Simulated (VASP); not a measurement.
CoO, 4 atoms in the cell. The typed cell holds 4 atoms: a = 3.198 Å, b = 3.198 Å, c = 5.229 Å, α = 90.00°, β = 90.00°, γ = 120.00°. 

- Program: VASP 6.6.1
- Task: relaxation of cell and atoms
- Functional: LDA
- Potentials or basis: VASP PAW LDA potentials, release 64 (Co, O)
- Cutoff: 600 eV
- k mesh: 6 × 6 × 4
- Occupations: gaussian, width 0.1 eV
- Spin: collinear spin, antiferromagnetic start
- Starting moments: [-2.15, 2.15, 0.15, -0.16] μB
- Dipole correction: no
- Further INCAR settings: ALGO = Normal; EDIFF = 1e-07; IBRION = 2; EDIFFG = -0.05; NSW = 100; ISIF = 3

Potentials or basis: VASP PAW LDA potentials, release 64 (Co, O).

Command:

```sh
$ cat potpaw_LDA.64/Co/POTCAR potpaw_LDA.64/O/POTCAR > POTCAR
$ mpirun -np 1 vasp_std > vasp.out
```

Hardware: 1 thread of Intel(R) Xeon(R) Platinum 8375C CPU @ 2.90GHz (Ice Lake), with other jobs on the host.

**Question.** Estimate the wall time of this run.

**Answer.** It took 35 min on 1 thread of Intel(R) Xeon(R) Platinum 8375C CPU @ 2.90GHz (Ice Lake) (shared host), peak memory 0.2 GiB. Counts: scf iterations 386, k points 24, ion steps 28.
